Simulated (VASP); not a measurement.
## Ti3H: single point with PBE

System: Ti3H, a slab with vacuum.

```
CELL_PARAMETERS angstrom
2.81935 0.00000 0.00000
-0.93978 2.65811 0.00000
0.00000 0.00000 21.32597
ATOMIC_POSITIONS crystal
Ti 0.50000 0.50000 0.18756
Ti 0.00000 0.00000 0.28927
Ti 0.50000 0.50000 0.39041
H 0.50000 0.50000 0.56251
```

| Property | Result |
| --- | --- |
| Program | VASP 6.6.1 |
| Task | single point |
| Functional | PBE |
| Potentials or basis | VASP PAW PBE potentials, release 64 (Ti_sv, H) |
| Cutoff | 520 eV |
| k mesh | 10 × 10 × 1 |
| Occupations | gaussian, width 0.1 eV |
| Spin | no spin polarisation |

The largest force is 0.430 eV/Å and the band gap on the k mesh is zero (an odd number of electrons rules out a gap without spin polarisation).

Forces on the atoms (eV/Å):
```
Ti   0.000  0.000  0.017
Ti   0.000  0.000 -0.068
Ti   0.000  0.000  0.430
H    0.000  0.000 -0.379
```

Levels at points of the mesh, in eV from the Fermi level:
| k point | band 14 | band 15 | band 16 | band 17 | band 18 | band 19 | band 20 | band 21 | band 22 | band 23 |
| --- | --- | --- | --- | --- | --- | --- | --- | --- | --- | --- |
| (0.00, 0.00, 0.00) | -4.02 | -2.80 | -2.24 | -0.43 | -0.02 | 0.04 | 0.48 | 0.91 | 1.08 | 1.08 |
| (0.50, 0.00, 0.00) | -2.13 | -1.60 | -0.53 | -0.35 | -0.27 | 0.03 | 0.21 | 0.52 | 1.33 | 2.37 |
| (0.50, 0.50, 0.00) | -2.00 | -1.89 | -1.63 | -0.86 | -0.22 | 1.00 | 1.18 | 1.20 | 1.91 | 2.19 |

Wall time 4 min on 1 thread of AMD EPYC 7R13 Processor (Zen 3), with other jobs on the host, peak memory 0.31 GiB.
